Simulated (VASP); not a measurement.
SnO2: single point with PBEsol

The system is SnO2.

```
CELL_PARAMETERS angstrom
4.70117 0.00000 0.00000
0.00000 4.70123 0.00000
0.00000 0.00000 3.34046
ATOMIC_POSITIONS crystal
Sn 0.50000 0.50000 0.50000
Sn 0.00000 0.00000 0.00000
O 0.30747 0.30749 0.00000
O 0.80747 0.19251 0.50000
O 0.19253 0.80749 0.50000
O 0.69253 0.69251 0.00000
```

| Property | Result |
| --- | --- |
| Program | VASP 6.6.1 |
| Task | single point |
| Functional | PBEsol |
| Potentials or basis | VASP PAW PBE potentials, release 64 (Sn_d, O) |
| Cutoff | 520 eV |
| k mesh | 6 × 6 × 8 |
| Occupations | gaussian, width 0.02 eV |
| Spin | no spin polarisation |

```yaml
Pressure: -2.9 GPa
Band_gap_on_the_k_mesh: 0.65 eV, direct
```

Forces on the atoms (eV/Å):
```
Sn   0.000  0.000  0.000
Sn   0.000  0.000  0.000
O   -0.001 -0.002  0.000
O   -0.001  0.002  0.000
O    0.001 -0.002  0.000
O    0.001  0.002  0.000
```

Stress tensor (GPa, compression positive):
```
 0.53  0.00  0.00
 0.00  0.53  0.00
 0.00  0.00 -9.87
```

Levels at points of the mesh, in eV from the valence-band top:
```tsv
k point	band 22	band 23	band 24	band 25	band 26	band 27	band 28	band 29	band 30	band 31
(0.00, 0.00, 0.00)	-1.36	-1.36	-0.69	-0.69	0.00	0.65	5.26	5.65	5.65	9.56
(0.50, 0.00, 0.00)	-1.90	-1.30	-1.30	-0.58	-0.58	3.98	3.98	6.38	6.38	10.79
(0.00, 0.50, 0.00)	-1.90	-1.30	-1.30	-0.58	-0.58	3.98	3.98	6.38	6.38	10.79
(0.50, 0.50, 0.00)	-1.98	-1.46	-1.46	-0.75	-0.75	4.22	4.22	6.93	6.93	10.80
(0.00, 0.00, 0.50)	-2.56	-1.62	-1.62	-1.20	-1.20	5.69	5.69	9.48	9.48	9.68
(0.50, 0.00, 0.50)	-1.70	-1.00	-1.00	-0.61	-0.61	6.03	6.03	7.88	7.88	10.11
(0.00, 0.50, 0.50)	-1.70	-1.00	-1.00	-0.61	-0.61	6.03	6.03	7.88	7.88	10.11
(0.50, 0.50, 0.50)	-2.23	-0.89	-0.89	-0.71	-0.71	4.52	4.52	8.57	8.57	10.13
```

Run time: 6.5 min on 1 thread of AMD EPYC 7R13, on a shared host, peak memory 0.26 GiB.

Caveat: the PAW data sets were made with another functional, which shifts forces and pressure a little; spin-orbit coupling is left out, which moves the levels of the heavy elements.
